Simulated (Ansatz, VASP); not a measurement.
# Be3Te2Se in VASP and in Ansatz

```xyz
6
Lattice="3.7139 0.0000 0.0000 -1.8570 3.2164 0.0000 0.0000 0.0000 9.0408" Properties=species:S:1:pos:R:3 pbc="T T T"
Be    0.0000    2.1442    5.8878
Be    0.0000    0.0000    0.0000
Be    1.8570    1.0721    3.1531
Te    0.0000    2.1442    1.5635
Te    1.8570    1.0721    7.4773
Se    0.0000    0.0000    4.5204
```

Change from the starting cell: species swapped into the NaTi2O3 type (P-3m1, No. 164).

Alike in both runs: functional PBE; k mesh 4 × 4 × 2; occupations gaussian, width 0.15 eV; no spin polarisation.

Ansatz relaxed the structure, and its values are those at the end. VASP's run is a single point on that final structure, the one shown.

|  | VASP | Ansatz |
| --- | --- | --- |
| version | VASP 6.6.1 | Ansatz 0.2.0 |
| potentials or method | VASP PAW PBE potentials, release 64 (Be, Te, Se), cutoff 600 eV | scalar-relativistic, plane waves, PAW |
| valence electrons in the cell | 24 | 54 |

```csv
,VASP,Ansatz,Ansatz less VASP
gap on the k mesh at the Fermi level (eV),none,none,-
pressure (GPa),0.0,-0.1,-0.08
rms of the force components (eV/Å),0.010,0.008,-0.0023
```

A gap of «none» marks a metal or a gap that the smearing closes. VASP's potentials hold 24 valence electrons a cell and Ansatz's 54, so a difference there can come from the potentials and not from the codes.

The k mesh is coarse, so the values compare programs but aren't converged. Spin-orbit coupling is off throughout.
